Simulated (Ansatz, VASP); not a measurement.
## One calculation of CdS, two programs

```xyz
2
Lattice="0.0000 2.8072 2.8072 2.8072 0.0000 2.8072 2.8072 2.8072 0.0000" Properties=species:S:1:pos:R:3 pbc="T T T"
Cd    0.0000    0.0000    0.0000
S     2.8072    2.8072    2.8072
```

Alike in both runs: task single point; functional r2SCAN; k mesh 8 × 8 × 8; occupations fermi-dirac, width 0.05 eV; no spin polarisation.

|  | VASP | Ansatz |
| --- | --- | --- |
| version | VASP 6.6.1 | Ansatz 0.2.0 |
| potentials or method | VASP PAW PBE potentials, release 64 (Cd_sv_GW, S) | Ansatz PAW |
| plane-wave cutoff (eV) | 700 | 500 |
| valence electrons in the cell | 26 | 26 |

|  | VASP | Ansatz | Ansatz less VASP |
| --- | --- | --- | --- |
| gap on the k mesh at the Fermi level (eV) | 0.74 | 0.74 | -0.002 |
| least direct gap on the mesh (eV) | 1.79 | 1.79 | +0.001 |
| pressure (GPa) | -5.9 | -5.9 | +0.07 |

VASP's potentials were made for PBE, not for r2SCAN.
